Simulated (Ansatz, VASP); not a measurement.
Si2Mo in VASP and in Ansatz

Contents of INCAR:

```
  PREC = Accurate
  ENCUT = 520
  EDIFF = 1E-6
  ISMEAR = 0
  SIGMA = 0.15
  LREAL = False
  LASPH = True
  NELM = 150
  ALGO = Normal
  ISIF = 2
  LWAVE = False
  LCHARG = False
  ISPIN = 2
  MAGMOM = 1 0 0
  LORBIT = 11
  NUPDOWN = 1.0
  LMAXMIX = 4
  GGA = PS
  NBANDS = 22
```

KPOINTS

```
regular mesh
0
Gamma
  12 12 12
```

File POSCAR:

```
Si2Mo
1.0
   -1.5892614214      1.5892614214      3.9041200105
    1.5892614214     -1.5892614214      3.9041200105
    1.5892614214      1.5892614214     -3.9041200105
Mo Si
1 2
Direct
    0.0000000000      0.0000000000      0.0000000000
    0.6670000000      0.6670000000      0.0000000000
    0.3330000000      0.3330000000      0.0000000000
```

The input input.yaml:

```yaml
crystal:
  lattice:
    - [-1.5892614214, 1.5892614214, 3.9041200105]
    - [1.5892614214, -1.5892614214, 3.9041200105]
    - [1.5892614214, 1.5892614214, -3.9041200105]
  atoms:
    - { symbol: Mo, position: [0.0, 0.0, 0.0], spin: 1.0 }
    - { symbol: Si, position: [0.667, 0.667, 0.0] }
    - { symbol: Si, position: [0.333, 0.333, 0.0] }
kpoints:
  mp_grid: { grid: [12, 12, 12] }
scf:
  occupations: { method: gaussian, width: 0.15 }
  lower_state_search: "off"
hamiltonian:
  xc: pbesol
  pseudopotentials: { kind: all_electron, lapw: { basis_error: 0.001 } }
magnetization:
  spin_polarized: true
  initial_magnetization: 1.0
  spin_locking: { lock_magnetization: hard }
output:
  forces: true
  stress: true
  eigenvalues: true
```

Change from the starting cell: volume scaled by 0.98.

Alike in both runs: task single point; functional PBEsol; k mesh 12 × 12 × 12; occupations gaussian, width 0.15 eV; collinear spin; fixed moment 1 μB.

|  | VASP | Ansatz |
| --- | --- | --- |
| version | VASP 6.6.1 | Ansatz 0.2.0 |
| potentials or method | VASP PAW PBE potentials, release 64 (Mo_sv, Si), cutoff 520 eV | all-electron LAPW, scalar-relativistic |

```tsv
	VASP	Ansatz	Ansatz less VASP
pressure (GPa)	7.4	7.0	-0.37
traceless stress, the component that is largest in VASP (GPa)	4.78	4.76	-0.013
rms of the force components (eV/Å)	0.071	0.069	-0.0023
size of the moment on the site where the two differ most (μB)	0.05	0.09	+0.036
```

VASP's potentials were made for PBE, not for PBEsol. Site moments also hang on the region over which each program counts them. Atom by atom the forces differ by 0.002 eV/Å (rms over components). Ansatz ran all-electron here, and VASP with PAW potentials.
